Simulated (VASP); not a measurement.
Input of a VASP 6.6.1 run:

File INCAR:

```
SYSTEM = MgS
PREC = Accurate ; ENCUT = 520
EDIFF = 1E-7 ; ISMEAR = 0
SIGMA = 0.1 ; LREAL = .False.
LASPH = .True. ; NELM = 100
ALGO = Normal ; ISIF = 2
LWAVE = .False. ; LCHARG = .False.
GGA = PE ; NBANDS = 11
```

Contents of KPOINTS:

```
Automatic mesh
0
Gamma
  6 6 6
  0 0 0
```

POSCAR

```
MgS
1.0
    3.2757611872      0.0000000000      0.0000000000
    0.0000000000      3.2757611872      0.0000000000
    0.0000000000      0.0000000000      3.2757611872
Mg S
1 1
Direct
    0.5000000000      0.5000000000      0.5000000000
    0.0000000000      0.0000000000      0.0000000000
```

Potentials or basis: VASP PAW PBE potentials, release 64 (Mg, S).

The run is started by

```bash
$ cat potpaw_PBE.64/Mg/POTCAR potpaw_PBE.64/S/POTCAR > POTCAR
$ mpirun -np 1 vasp_std > vasp.out
```

(1) Estimate the pressure.

## Answers

(1) -0.5 GPa.
